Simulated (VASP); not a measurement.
Here is a VASP 6.6.1 calculation.

File INCAR:

```
PREC = Accurate
ENCUT = 520
EDIFF = 1E-7
ISMEAR = 0
SIGMA = 0.05
LREAL = F
LASPH = T
NELM = 80
ALGO = Normal
ISIF = 2
LWAVE = F
LCHARG = F
GGA = PE
NBANDS = 11
```

File KPOINTS:

```
Automatic mesh
0
Gamma
  10 10 10
```

Contents of POSCAR:

```
AlN
1.0
    0.0000000000      2.1355394912      2.1685632977
    2.1355394912      0.0000000000      2.1685632977
    2.1355394912      2.1355394912      0.0000000000
Al N
1 1
Direct
    0.0000000000      0.0000000000      0.0000000000
    0.7500000000      0.7500000000      0.7500000000
```

Potentials or basis: VASP PAW PBE potentials, release 64 (Al, N).

Run with:

```console
$ cat potpaw_PBE.64/Al/POTCAR potpaw_PBE.64/N/POTCAR > POTCAR
$ mpirun -np 1 vasp_std > vasp.out
```

Task: Estimate the band gap on the k mesh.

Result: 3.30 eV, indirect (least direct gap 4.64 eV).

Task: Predict the pressure.

Result: 16.7 GPa.

Stress tensor (GPa, compression positive):
```
17.40  0.00  0.00
 0.00 17.40  0.00
 0.00  0.00 15.38
```

Caveat: the cell differs from its parent crystal (strain -0.030 along x and y, -0.015 along z). A k mesh can miss the band edges.
